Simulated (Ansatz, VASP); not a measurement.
Two plane-wave programs on MgGa3As3

```xyz
7
Lattice="3.8446 0.0000 0.0000 0.0000 4.3333 0.0000 0.0000 0.0000 10.0011" Properties=species:S:1:pos:R:3 pbc="T T T"
Mg    1.9223    0.0000    0.0000
Ga    1.9223    2.1667    1.9892
Ga    1.9223    2.1667    8.0118
Ga    0.0000    0.0000    5.0005
As    1.9223    0.0000    3.3042
As    0.0000    2.1667    0.0000
As    1.9223    0.0000    6.6969
```

Alike in both runs: functional PBE; k mesh 6 × 4 × 2; occupations gaussian, width 0.1 eV; no spin polarisation.

Ansatz relaxed the structure, and its values are those at the end. VASP's run is a single point on that final structure, the one shown.

```csv
,VASP,Ansatz
version,VASP 6.6.1,Ansatz 0.2.0
potentials or method,"VASP PAW PBE potentials, release 64 (Mg, Ga_d, As), cutoff 520 eV","scalar-relativistic, plane waves, PAW"
valence electrons in the cell,56,94
```

```csv
,VASP,Ansatz,Ansatz less VASP
gap on the k mesh at the Fermi level (eV),none,none,-
pressure (GPa),0.1,0.0,-0.09
rms of the force components (eV/Å),0.004,0.002,-0.0021
```

A gap of «none» marks a metal or a gap that the smearing closes. With one functional, cell and mesh, what is left measures potentials, basis and numerics. VASP's potentials hold 56 valence electrons a cell and Ansatz's 94, so a difference there can come from the potentials and not from the codes.

The k mesh is coarse, so the values compare programs but aren't converged.
